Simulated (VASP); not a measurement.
# CaO (Fm-3m) in VASP: a series of runs, part 2 of 2

VASP 6.6.1. The steps go on from the part before.

## (4) Single point, PBE

This run uses another cell than the first one: it holds 32 atoms, not 2.

File INCAR:

```
PREC = Accurate
ENCUT = 520
EDIFF = 1E-6
ISMEAR = 0
SIGMA = 0.01
LREAL = Auto
LASPH = T
NELM = 100
ALGO = Normal
ISIF = 2
LWAVE = F
LCHARG = F
GGA = PE
NBANDS = 150
```

File KPOINTS:

```
Automatic mesh
0
Gamma
  2 2 2
  0.5 0.5 0.5
```

File POSCAR:

```
CaO
1.0
   -4.8307861657      4.8307861657     -4.8307861657
    4.8307861657     -4.8307861657     -4.8307861657
   -4.8307861657     -4.8307861657      4.8307861657
Ca O
16 16
Direct
    0.0000000000      0.2500000000      0.7500000000
    0.7500000000      0.2500000000      1.0000000000
    0.5000000000      0.2500000000      0.2500000000
    0.2500000000      0.0000000000      0.7500000000
    0.2500000000      0.2500000000      0.5000000000
    1.0000000000      1.0000000000      1.0000000000
    0.7500000000      0.0000000000      0.2500000000
    0.5000000000      0.7500000000      0.7500000000
    0.5000000000      0.0000000000      0.5000000000
    0.2500000000      0.7500000000      1.0000000000
    0.0000000000      0.7500000000      0.2500000000
    0.7500000000      0.5000000000      0.7500000000
    0.7500000000      0.7500000000      0.5000000000
    0.5000000000      0.5000000000      1.0000000000
    0.2500000000      0.5000000000      0.2500000000
    0.0000000000      0.5000000000      0.5000000000
    0.7500000000      0.2500000000      0.5000000000
    0.5000000000      0.2500000000      0.7500000000
    0.2500000000      0.2500000000      0.0000000000
    0.0000000000      0.0000000000      0.5000000000
    0.0000000000      0.2500000000      0.2500000000
    0.7500000000      0.0000000000      0.7500000000
    0.5000000000      0.0000000000      0.0000000000
    0.2500000000      0.7500000000      0.5000000000
    0.2500000000      0.0000000000      0.2500000000
    0.0000000000      0.7500000000      0.7500000000
    0.7500000000      0.7500000000      0.0000000000
    0.5000000000      0.5000000000      0.5000000000
    0.5000000000      0.7500000000      0.2500000000
    0.2500000000      0.5000000000      0.7500000000
    0.0000000000      0.5000000000      0.0000000000
    0.7500000000      0.5000000000      0.2500000000
```

Potentials or basis: VASP PAW PBE potentials, release 64 (Ca_sv, O).

On the command line:

```console
$ cat potpaw_PBE.64/Ca_sv/POTCAR potpaw_PBE.64/O/POTCAR > POTCAR
$ mpirun -np 1 vasp_std > vasp.out
```

OUTCAR:

```text
PREC = Accurate
   ENCUT = 520
   EDIFF = 1E-6
   ISMEAR = 0
   LREAL = Auto
   LASPH = T
   NELM = 100
   ISIF = 2
   GGA = PE

 ion  position               nearest neighbor table
   1  0.000  0.250  0.750-  17 2.42  19 2.42  20 2.42  22 2.42  30 2.42  31 2.42
   2  0.750  0.250  0.000-  18 2.42  21 2.42  22 2.42  23 2.42  31 2.42  32 2.42
   3  0.500  0.250  0.250-  17 2.42  19 2.42  23 2.42  25 2.42  28 2.42  32 2.42
   4  0.250  0.000  0.750-  18 2.42  19 2.42  20 2.42  23 2.42  24 2.42  26 2.42
   5  0.250  0.250  0.500-  18 2.42  20 2.42  21 2.42  25 2.42  28 2.42  30 2.42
   6  0.000  0.000  0.000-  19 2.42  21 2.42  22 2.42  25 2.42  26 2.42  27 2.42
[... 24 lines left out ...]
  31  0.000  0.500  0.000-   1 2.42   2 2.42  10 2.42  11 2.42  12 2.42  15 2.42
  32  0.750  0.500  0.250-   2 2.42   3 2.42  11 2.42  13 2.42  14 2.42  16 2.42

  LATTYP: Found a body centered cubic cell.
 ALAT       =     9.6615723314

  Lattice vectors:

 A1 = (  -4.8307861657,   4.8307861657,  -4.8307861657)
 A2 = (   4.8307861657,  -4.8307861657,  -4.8307861657)
 A3 = (  -4.8307861657,  -4.8307861657,   4.8307861657)

Analysis of symmetry for initial positions (statically):
[... 322 lines left out ...]
  band No.  band energies     occupation
      1     -35.4164      2.00000
      2     -35.3625      2.00000
      3     -35.3625      2.00000
      4     -35.3625      2.00000
      5     -35.3625      2.00000
      6     -35.3393      2.00000
[... 132 lines left out ...]
    139       8.6649      0.00000
    140       8.6649      0.00000
 [bands above 140 left out]

------------------------ aborting loop because EDIFF is reached ----------------------------------------

  FORCE on cell =-STRESS in cart. coord.  units (eV):
  Direction    XX          YY          ZZ          XY          YZ          ZX
  --------------------------------------------------------------------------------------
  -------------------------------------------------------------------------------------
  Total        1.5272796      1.5272796      1.5272796      0.0000000      0.0000000      0.0000000
  in kB        5.4264486      5.4264486      5.4264486      0.0000000      0.0000000      0.0000000
  external PRESSURE =       5.4264486 kB  Pullay stress =       0.0000000 kB

 VOLUME and BASIS-vectors are now :
 -----------------------------------------------------------------------------
  energy-cutoff  :      520.00
  volume of cell :      450.93
      direct lattice vectors                 reciprocal lattice vectors
    -4.830786166  4.830786166 -4.830786166    -0.103502822  0.000000000 -0.103502822
     4.830786166 -4.830786166 -4.830786166     0.000000000 -0.103502822 -0.103502822
    -4.830786166 -4.830786166  4.830786166    -0.103502822 -0.103502822  0.000000000

 POSITION                                       TOTAL-FORCE (eV/Angst)
 -----------------------------------------------------------------------------------
     -2.41539     -4.83079      2.41539        -0.000000     -0.000000     -0.000000
     -2.41539      2.41539     -4.83079         0.000000     -0.000000     -0.000000
     -2.41539      0.00000     -2.41539        -0.000000     -0.000000     -0.000000
     -4.83079     -2.41539      2.41539         0.000000     -0.000000      0.000000
     -2.41539     -2.41539      0.00000         0.000000      0.000000      0.000000
      0.00000      0.00000      0.00000        -0.000000      0.000000     -0.000000
[... 24 lines left out ...]
      2.41539     -2.41539     -2.41539         0.000000     -0.000000      0.000000
     -2.41539     -0.00000     -4.83079         0.000000      0.000000      0.000000
 -----------------------------------------------------------------------------------
    total drift:                               -0.000000     -0.000000      0.000000

  FREE ENERGIE OF THE ION-ELECTRON SYSTEM (eV)
  ---------------------------------------------------
  free  energy   TOTEN  =      -204.8901258792 eV

  energy  without entropy=     -204.8901258792  energy(sigma->0) =     -204.89012588
```

OSZICAR:

```text
N       E                     dE             d eps       ncg     rms          rms(c)
DAV:   1     0.320107498812E+04    0.32011E+04   -0.13044E+05   600   0.175E+03
DAV:   2     0.106168391213E+03   -0.30949E+04   -0.30372E+04   680   0.539E+02
DAV:   3    -0.215574826973E+03   -0.32174E+03   -0.31958E+03   776   0.160E+02
DAV:   4    -0.230875850809E+03   -0.15301E+02   -0.15255E+02   800   0.356E+01
DAV:   5    -0.232237296395E+03   -0.13614E+01   -0.13607E+01  1016   0.744E+00    0.344E+01
DAV:   6    -0.204459780808E+03    0.27778E+02   -0.19149E+02   784   0.353E+01    0.145E+01
DAV:   7    -0.204859007265E+03   -0.39923E+00   -0.21552E+01   736   0.116E+01    0.726E+00
DAV:   8    -0.204906482801E+03   -0.47476E-01   -0.21670E+00   760   0.426E+00    0.200E+00
DAV:   9    -0.204878934031E+03    0.27549E-01   -0.83064E-01   784   0.202E+00    0.612E-01
DAV:  10    -0.204888545135E+03   -0.96111E-02   -0.95251E-02   816   0.717E-01    0.225E-01
DAV:  11    -0.204890870543E+03   -0.23254E-02   -0.28291E-02   776   0.352E-01    0.224E-01
DAV:  12    -0.204890072368E+03    0.79818E-03   -0.80088E-03   728   0.214E-01    0.203E-02
DAV:  13    -0.204890129336E+03   -0.56969E-04   -0.60982E-04   952   0.507E-02    0.147E-02
DAV:  14    -0.204890125881E+03    0.34550E-05   -0.44406E-05   720   0.144E-02    0.272E-03
DAV:  15    -0.204890125879E+03    0.21828E-08   -0.14188E-06   488   0.288E-03
   1 F= -.20489013E+03 E0= -.20489013E+03  d E =-.253888-114
```

Run time: 4.7 min. Hardware: 1 thread of Intel Xeon Platinum 8559C (Emerald Rapids), shared host; peak memory 0.59 GiB.

Results:

```yaml
Free_energy: -204.8901 eV
Pressure: 0.5 GPa
Band_gap_on_the_k_mesh: 4.04 eV
```

Caveat: a shifted mesh leaves out Γ, where band edges can lie. A k mesh can miss the band edges.

## (5) Summary

| task | cell | k mesh | cutoff (eV) | smearing | gap on the mesh (eV) | pressure (GPa) |
| --- | --- | --- | --- | --- | --- | --- |
| single point | a = 3.416 Å, angles 60.0°, 2 atoms, atomic positions A | 8 × 8 × 8 | 520 | gaussian 0.02 eV | 3.64 | 0.5 |
| relaxation of cell and atoms | relaxed from a = 3.399 Å, angles 60.0°, 2 atoms, atomic positions A | 8 × 8 × 8 | 600 | gaussian 0.02 eV | 3.64 | 0.0 |
| single point | a = 8.367 Å, angles 109.5°, 32 atoms, atomic positions B | 2 × 2 × 2, shifted | 520 | gaussian 0.01 eV | 4.04 | 0.5 |

Alike in all rows: level PBE; potentials or basis VASP PAW PBE potentials, release 64 (Ca_sv, O); no spin polarisation.

Caveats: a shifted mesh leaves out Γ, where band edges can lie (at least some runs).

Total energies depend on the potentials used, so only differences within one code and one set of settings carry meaning.
